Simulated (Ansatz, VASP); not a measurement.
Sb in VASP and in Ansatz

Contents of INCAR:

```
PREC     = Accurate       # precision mode
ENCUT    = 600            # plane-wave cutoff, eV
EDIFF    = 1E-7           # SCF threshold, eV
ISMEAR   = -1             # smearing method
SIGMA    = 0.05           # smearing width, eV
LREAL    = F              # projectors in reciprocal space
LASPH    = T              # aspherical terms in the spheres
NELM     = 100            # most SCF steps
ALGO     = Normal         # electronic algorithm
ISIF     = 3              # what is computed and relaxed
LWAVE    = F              # write WAVECAR
LCHARG   = F              # write CHGCAR
GGA      = PS             # functional
IVDW     = 12             # dispersion correction
IBRION   = 2              # ionic algorithm
NSW      = 60             # ionic steps
EDIFFG   = -0.01          # ionic threshold
```

File KPOINTS:

```
regular mesh
0
Gamma
  8 8 8
```

POSCAR

```
Sb
1.0
    2.1542000000      1.2437279499      3.7580000000
   -2.1542000000      1.2437279499      3.7580000000
    0.0000000000     -2.4874558998      3.7580000000
Sb
2
Direct
    0.7665100000      0.7665100000      0.7665100000
    0.2334900000      0.2334900000      0.2334900000
```

input.yaml

```yaml
crystal:
  lattice:
    - [2.1542, 1.2437279499, 3.758]
    - [-2.1542, 1.2437279499, 3.758]
    - [0.0, -2.4874558998, 3.758]
  atoms:
    - { symbol: Sb, position: [0.76651, 0.76651, 0.76651] }
    - { symbol: Sb, position: [0.23349, 0.23349, 0.23349] }
hamiltonian:
  xc: pbesol
  pseudopotentials: { kind: paw }
  dispersion: d3bj
kpoints:
  mp_grid: { grid: [8, 8, 8] }
scf:
  occupations: { method: fermi_dirac, width: 0.05 }
output:
  forces: true
  stress: true
relax:
  f_tol: 0.01
  max_steps: 40
  cell: { stress_tol: 0.05 }
```

Alike in both runs: task relaxation of cell and atoms; functional PBEsol; dispersion D3(BJ); k mesh 8 × 8 × 8; occupations fermi-dirac, width 0.05 eV; no spin polarisation.

|  | VASP | Ansatz |
| --- | --- | --- |
| version | VASP 6.6.1 | Ansatz 0.2.0 |
| potentials or method | VASP PAW PBE potentials, release 64 (Sb) | Ansatz PAW |
| plane-wave cutoff (eV) | 600 | 420 |
| valence electrons in the cell | 10 | 30 |

Ansatz gave:

* relaxed volume (Å³/atom): 28.29
* relaxed cell length with the largest relative difference (Å): 4.351

Task: Which values does VASP return?

Result: Relaxed volume (Å³/atom): 28.34; relaxed cell length with the largest relative difference (Å): 4.351.

VASP's potentials were made for PBE, not for PBEsol. VASP's potentials hold 10 valence electrons a cell and Ansatz's 30, so a difference there can come from the potentials and not from the codes.

Neither program's run includes spin-orbit coupling. Noted on Ansatz's run: the plane-wave basis is chosen anew once the cell has moved, so the energies of steps on either side of that aren't comparable.
